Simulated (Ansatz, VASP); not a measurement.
# Two plane-wave programs on KGaSb

```xyz
6
Lattice="2.1208 3.6733 0.0000 -2.1208 3.6733 0.0000 0.0000 0.0000 12.8135" Properties=species:S:1:pos:R:3 pbc="T T T"
K    -0.0002    2.4490    8.9925
K    -0.0002    4.8976    2.5858
Ga    0.0000    0.0000    0.0000
Ga    0.0000    0.0000    6.4067
Sb   -0.0002    2.4490    5.0267
Sb   -0.0002    4.8976   11.4335
```

Alike in both runs: task single point; functional PBE; k mesh 9 × 9 × 3; no spin polarisation.

|  | VASP | Ansatz |
| --- | --- | --- |
| version | VASP 6.6.1 | Ansatz 0.2.0 |
| potentials or method | VASP PAW PBE potentials, release 64 (K_sv, Ga_d, Sb), cutoff 520 eV | PAW plane waves |
| occupations | fermi-dirac, width 0.1 eV | fermi-dirac |
| valence electrons in the cell | 54 | 74 |

|  | VASP | Ansatz | Ansatz less VASP |
| --- | --- | --- | --- |
| pressure (GPa) | 0.4 | 0.4 | -0.04 |
| traceless stress, the component that is largest in VASP (GPa) | -1.23 | -1.25 | -0.016 |
| rms of the force components (eV/Å) | 0.342 | 0.344 | +0.0022 |

Atom by atom the forces differ by 0.003 eV/Å (rms over components). VASP's potentials hold 54 valence electrons a cell and Ansatz's 74, so a difference there can come from the potentials and not from the codes. Ansatz's warnings: structure snapped to symmetry.

Spin-orbit coupling is off throughout.
